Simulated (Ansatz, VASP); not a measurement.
**BiClO: VASP beside Ansatz**

```
Bi Cl O
1.0
     3.85076    0.00000    0.00000
     0.00000    3.85076    0.00000
     0.00000    0.00000    7.16950
Bi Cl O
2 2 2
Direct
  0.50000 0.00000 0.32533
  0.00000 0.50000 0.67467
  0.00000 0.50000 0.14488
  0.50000 0.00000 0.85512
  0.00000 0.00000 0.50000
  0.50000 0.50000 0.50000
```

Alike in both runs: functional LDA; k mesh 6 × 6 × 4; occupations gaussian, width 0.02 eV; no spin polarisation.

Ansatz relaxed the structure, and its values are those at the end. VASP's run is a single point on that final structure, the one shown.

|  | VASP | Ansatz |
| --- | --- | --- |
| version | VASP 6.6.1 | Ansatz 0.2.0 |
| potentials or method | VASP PAW LDA potentials, release 64 (Bi_d, Cl, O), cutoff 520 eV | scalar-relativistic, plane waves, PAW |
| valence electrons in the cell | 56 | 56 |

|  | VASP | Ansatz | Ansatz less VASP |
| --- | --- | --- | --- |
| gap on the k mesh at the Fermi level (eV) | 2.57 | 2.59 | +0.019 |
| least direct gap on the mesh (eV) | 2.89 | 2.90 | +0.008 |
| pressure (GPa) | 0.3 | 0.0 | -0.28 |
| rms of the force components (eV/Å) | 0.028 | 0.000 | -0.0281 |

LDA's correlation is that of Perdew and Zunger in VASP and of Perdew and Wang (1992) in Ansatz.

Neither program's run includes spin-orbit coupling.
